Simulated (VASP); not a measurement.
## SnSe: single point with PBE+D3(BJ)

The system is SnSe.

```
Sn Se
1.0
     4.36270    0.00000    0.00000
     0.00000    4.36270    0.00000
     0.00000    0.00000    5.11130
Sn Se
2 2
Direct
  0.50000 0.00000 0.25009
  0.00000 0.50000 0.74991
  0.50000 0.00000 0.74994
  0.00000 0.50000 0.25006
```

* Program: VASP 6.6.1
* Task: single point
* Functional: PBE
* Dispersion: D3(BJ)
* Potentials or basis: VASP PAW PBE potentials, release 64 (Sn_d, Se)
* Cutoff: 520 eV
* k mesh: 8 × 8 × 6
* Occupations: gaussian, width 0.03 eV
* Spin: no spin polarisation

The pressure is 11.2 GPa, the largest force is 0.011 eV/Å and the band gap on the k mesh is zero (bands 20 and 21 overlap by 0.58 eV). The dispersion energy per atom is -0.397 eV.

Forces on the atoms (eV/Å):
```
Sn   0.000  0.000 -0.011
Sn   0.000  0.000  0.011
Se   0.000  0.000  0.011
Se   0.000  0.000 -0.011
```

Stress tensor (GPa, compression positive):
```
-0.79  0.00  0.00
 0.00 -0.79  0.00
 0.00  0.00 35.18
```

Levels at points of the mesh, in eV from the Fermi level:
| k point | band 17 | band 18 | band 19 | band 20 | band 21 | band 22 | band 23 | band 24 |
| --- | --- | --- | --- | --- | --- | --- | --- | --- |
| (0.00, 0.00, 0.00) | -4.89 | -4.65 | -2.51 | -2.51 | 1.68 | 2.79 | 2.79 | 4.94 |
| (0.50, 0.00, 0.00) | -3.54 | -3.54 | -2.31 | -2.31 | 1.21 | 1.21 | 1.58 | 1.58 |
| (0.50, 0.50, 0.00) | -5.83 | -5.83 | -3.44 | -3.44 | 2.53 | 2.53 | 3.36 | 3.36 |
| (0.00, 0.00, 0.50) | -3.98 | -3.98 | -0.36 | -0.35 | 2.67 | 2.67 | 2.90 | 2.90 |
| (0.50, 0.00, 0.50) | -2.89 | -2.89 | -0.91 | -0.91 | 0.06 | 0.06 | 1.32 | 1.32 |
| (0.50, 0.50, 0.50) | -5.49 | -5.49 | 0.38 | 0.38 | 2.35 | 2.35 | 3.50 | 3.50 |

Wall time 48 s on 1 thread of Intel(R) Xeon(R) Platinum 8559C (Emerald Rapids), with other jobs on the host, peak memory 0.29 GiB.

Caveat: the cell stands under pressure; semilocal functionals underestimate gaps, so a narrow gap can read as zero; spin-orbit coupling is left out, which moves the levels of the heavy elements.
